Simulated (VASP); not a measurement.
Wanted: the native input for a VASP 6.6.1 run.

* Task: single point
* Functional: r2SCAN
* Potentials or basis: VASP PAW PBE potentials, release 64 (Br, Pb_d, Cs_sv)
* Cutoff: 520 eV
* k mesh: 3 × 3 × 3
* Occupations: methfessel-paxton, width 0.0575 eV
* Spin: no spin polarisation
* Dipole correction: no
* Further INCAR settings: ALGO = Normal; EDIFF = 1e-06; NBANDS = 30

Crystal: CsPbBr3.

```
Br Pb Cs
1.0
     5.91761    0.00000    0.00000
     0.00000    5.91761    0.00000
     0.00000    0.00000    5.91761
Br Pb Cs
3 1 1
Direct
  0.00000 0.50000 0.50000
  0.50000 0.00000 0.50000
  0.50000 0.50000 0.00000
  0.50000 0.50000 0.50000
  0.00000 0.00000 0.00000
```

The input as run:

POSCAR

```
CsPbBr3
1.0
    5.9176150000      0.0000000000      0.0000000000
    0.0000000000      5.9176150000      0.0000000000
    0.0000000000      0.0000000000      5.9176150000
Br Pb Cs
3 1 1
Direct
    0.0000000000      0.5000000000      0.5000000000
    0.5000000000      0.0000000000      0.5000000000
    0.5000000000      0.5000000000      0.0000000000
    0.5000000000      0.5000000000      0.5000000000
    0.0000000000      0.0000000000      0.0000000000
```

INCAR.step1

```
  PREC = Accurate
  ENCUT = 520
  ISMEAR = 1
  SIGMA = 0.0575
  LREAL = F
  LASPH = T
  NELM = 80
  NBANDS = 30
  GGA = PE
  ALGO = Normal
  EDIFF = 1E-4
  LWAVE = T
  LCHARG = F
```

INCAR.step2

```
  PREC = Accurate
  ENCUT = 520
  EDIFF = 1E-6
  ISMEAR = 1
  SIGMA = 0.0575
  LREAL = F
  LASPH = T
  NELM = 80
  ALGO = Normal
  ISIF = 2
  LWAVE = F
  LCHARG = F
  METAGGA = R2SCAN
  LMIXTAU = T
  NBANDS = 30
  ISTART = 1
```

KPOINTS

```
Automatic mesh
0
Gamma
  3 3 3
```

Potentials or basis: VASP PAW PBE potentials, release 64 (Br, Pb_d, Cs_sv).

Run with:

```console
$ cat potpaw_PBE.64/Br/POTCAR potpaw_PBE.64/Pb_d/POTCAR potpaw_PBE.64/Cs_sv/POTCAR > POTCAR
$ cp INCAR.step1 INCAR
$ mpirun -np 1 vasp_std > vasp.out
$ cp INCAR.step2 INCAR
$ mpirun -np 1 vasp_std > vasp.out
```

It gave:

```json
{
  "Pressure": "-0.1 GPa",
  "Band gap on the k mesh": "4.34 eV"
}
```

Caveat: the PAW data sets were made with another functional, which shifts forces and pressure a little; spin-orbit coupling is left out, which moves the levels of the heavy elements; an odd mesh through Γ misses points on the zone boundary, where band edges can lie.

Run time: 7.9 min on 1 thread of Intel Xeon 8259CL (shared host), peak memory 0.37 GiB.
